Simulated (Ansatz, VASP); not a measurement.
Two plane-wave programs on Al25Pt13

```
Al Pt
1.0
     0.00000   -8.91961   -2.97320
     2.97320    0.00000    8.91961
    -8.91961    2.97320    0.00000
Al Pt
25 13
Direct
  0.71135 0.40152 0.63494
  0.24958 0.24689 0.24696
  0.78542 0.09573 0.86227
  0.63701 0.71234 0.40252
  0.17340 0.55750 0.01691
  0.55537 0.01956 0.17289
  0.02050 0.17563 0.55891
  0.40074 0.63157 0.71111
  0.94098 0.48317 0.32772
  0.32947 0.94352 0.48203
  0.86618 0.78714 0.09855
  0.09737 0.86665 0.79101
  0.05862 0.51942 0.67319
  0.28999 0.59252 0.36169
  0.82539 0.44129 0.98118
  0.36635 0.29020 0.59916
  0.21165 0.90477 0.13480
  0.74637 0.74630 0.75153
  0.13762 0.21250 0.90558
  0.59514 0.36580 0.28693
  0.98394 0.83009 0.44547
  0.51965 0.67154 0.05668
  0.90015 0.13614 0.20791
  0.44404 0.98378 0.82789
  0.67326 0.05781 0.52016
  0.38527 0.46304 0.15452
  0.61689 0.53914 0.84681
  0.15163 0.38302 0.45693
  0.69298 0.23143 0.07842
  0.53687 0.84155 0.61316
  0.07986 0.69296 0.23297
  0.46152 0.15412 0.38561
  0.92407 0.30767 0.76951
  0.30797 0.77023 0.92306
  0.84681 0.61758 0.54140
  0.22902 0.07518 0.69056
  0.77143 0.92602 0.30835
  0.99539 0.99778 0.99841
```

Change from the starting cell: Al vacancy, atoms relaxed.

Alike in both runs: functional PBE; k mesh 3 × 3 × 3; occupations gaussian, width 0.1 eV; no spin polarisation.

Ansatz relaxed the structure, and its values are those at the end. VASP's run is a single point on that final structure, the one shown.

|  | VASP | Ansatz |
| --- | --- | --- |
| version | VASP 6.6.1 | Ansatz 0.2.0 |
| potentials or method | VASP PAW PBE potentials, release 64 (Al, Pt), cutoff 520 eV | scalar-relativistic, plane waves, PAW |
| valence electrons in the cell | 205 | 309 |

```csv
,VASP,Ansatz,Ansatz less VASP
gap on the k mesh at the Fermi level (eV),none,none,-
pressure (GPa),-1.1,-1.0,+0.15
rms of the force components (eV/Å),0.004,0.005,+0.0005
```

A gap of «none» marks a metal or a gap that the smearing closes. VASP's potentials hold 205 valence electrons a cell and Ansatz's 309, so a difference there can come from the potentials and not from the codes. Ansatz's warnings: stress scf threshold loose.

Spin-orbit coupling is off throughout.
